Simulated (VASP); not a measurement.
Set up this calculation in VASP 6.6.1, as the native input.

* Task: single point
* Functional: LDA
* Potentials or basis: VASP PAW LDA potentials, release 64 (Al, N)
* Cutoff: 520 eV
* k mesh: 11 × 11 × 11
* Occupations: fermi-dirac, width 0.05 eV
* Spin: no spin polarisation
* Dipole correction: no
* Further INCAR settings: ALGO = Normal; EDIFF = 1e-06; NBANDS = 11

The structure of AlN lies in POSCAR:

```
AlN
1.0
    0.0000000000      2.0345180000      2.0345180000
    2.0345180000      0.0000000000      2.0345180000
    2.0345180000      2.0345180000      0.0000000000
Al N
1 1
Direct
    0.5000000000      0.5000000000      0.5000000000
    0.0000000000      0.0000000000      0.0000000000
```

The input as run:

INCAR

```
PREC = Accurate
ENCUT = 520
EDIFF = 1E-6
ISMEAR = -1
SIGMA = 0.05
LREAL = F
LASPH = T
NELM = 80
ALGO = Normal
ISIF = 2
LWAVE = F
LCHARG = F
NBANDS = 11
```

KPOINTS

```
regular mesh
0
Gamma
  11 11 11
```

Potentials or basis: VASP PAW LDA potentials, release 64 (Al, N).

Launch:

```sh
$ cat potpaw_LDA.64/Al/POTCAR potpaw_LDA.64/N/POTCAR > POTCAR
$ mpirun -np 1 vasp_std > vasp.out
```

It gave:

| Item | Value |
| --- | --- |
| Pressure | -10.4 GPa |
| Band gap on the k mesh | 4.41 eV, indirect (least direct gap 5.50 eV) |

It took 3.5 s on 1 thread of Intel Xeon 6975P-C, with other jobs on the host, peak memory 0.12 GiB.
